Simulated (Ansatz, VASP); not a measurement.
## Two plane-wave programs on NiO

Contents of INCAR:

```
SYSTEM = NiO
ALGO = Normal ; EDIFF = 1E-6
ENCUT = 600 ; GGA = PE
GGA_COMPAT = .FALSE. ; ISIF = 2
ISMEAR = -1 ; ISPIN = 2
LASPH = .TRUE. ; LCHARG = .TRUE.
LDAU = .TRUE. ; LDAUJ = 0 0
LDAUL = 2 -1 ; LDAUPRINT = 1
LDAUTYPE = 2 ; LDAUU = 6.2 0
LELF = .TRUE. ; LMAXMIX = 4
LORBIT = 11 ; LREAL = .FALSE.
LVHAR = .TRUE. ; LWAVE = .FALSE.
MAGMOM = 0.2 0 ; NBANDS = 19
NELM = 200 ; PREC = Accurate
SIGMA = 0.03
```

Contents of KPOINTS:

```
k-points
0
G
  8 8 8
  0 0 0
```

File POSCAR:

```
NiO
1.0
    0.0000000000      2.1004800000      2.1004800000
    2.1004800000      0.0000000000      2.1004800000
    2.1004800000      2.1004800000      0.0000000000
Ni O
1 1
Direct
    0.0000000000      0.0000000000      0.0000000000
    0.5000000000      0.5000000000      0.5000000000
```

Input for Ansatz:

```yaml
crystal:
  lattice:
    - [0.0, 2.10048, 2.10048]
    - [2.10048, 0.0, 2.10048]
    - [2.10048, 2.10048, 0.0]
  atoms:
    - { symbol: Ni, position: [0.0, 0.0, 0.0], spin: 0.2 }
    - { symbol: O, position: [0.5, 0.5, 0.5] }
magnetization:
  spin_polarized: true
hamiltonian:
  xc: pbe
  pseudopotentials: { kind: paw }
  hubbard: { sites: [{ species: Ni, l: d, u_eff: 6.2 }] }
basis:
  ecutwfc: 420
kpoints:
  mp_grid: { grid: [8, 8, 8] }
scf:
  occupations: { method: fermi_dirac, width: 0.03 }
  lower_state_search: "off"
output:
  forces: true
  stress: true
```

Change from the starting cell: parallel moments scaled by 0.1, free total moment.

Alike in both runs: task single point; functional PBE; k mesh 8 × 8 × 8; occupations fermi-dirac, width 0.03 eV; collinear spin; Hubbard terms Ni d U = 6.2 eV.

|  | VASP | Ansatz |
| --- | --- | --- |
| version | VASP 6.6.1 | Ansatz 0.2.0 |
| potentials or method | VASP PAW PBE potentials, release 64 (Ni, O), cutoff 600 eV | PAW, plane waves, scalar-relativistic |
| valence electrons in the cell | 16 | 24 |

VASP gave:

```
pressure (GPa)                                                : -0.7
net moment per atom (μB)                                      : 1.00
size of the moment on the site where the two differ most (μB) : 1.82
```

Q: What did Ansatz give for the same quantities?

A: Pressure (GPa): 9.5; net moment per atom (μB): 1.00; size of the moment on the site where the two differ most (μB): 1.73.

Site moments also hang on the region over which each program counts them. The programs project onto different local orbitals, so the same U acts differently, and such runs can settle in different states. VASP's potentials hold 16 valence electrons a cell and Ansatz's 24, so a difference there can come from the potentials and not from the codes.
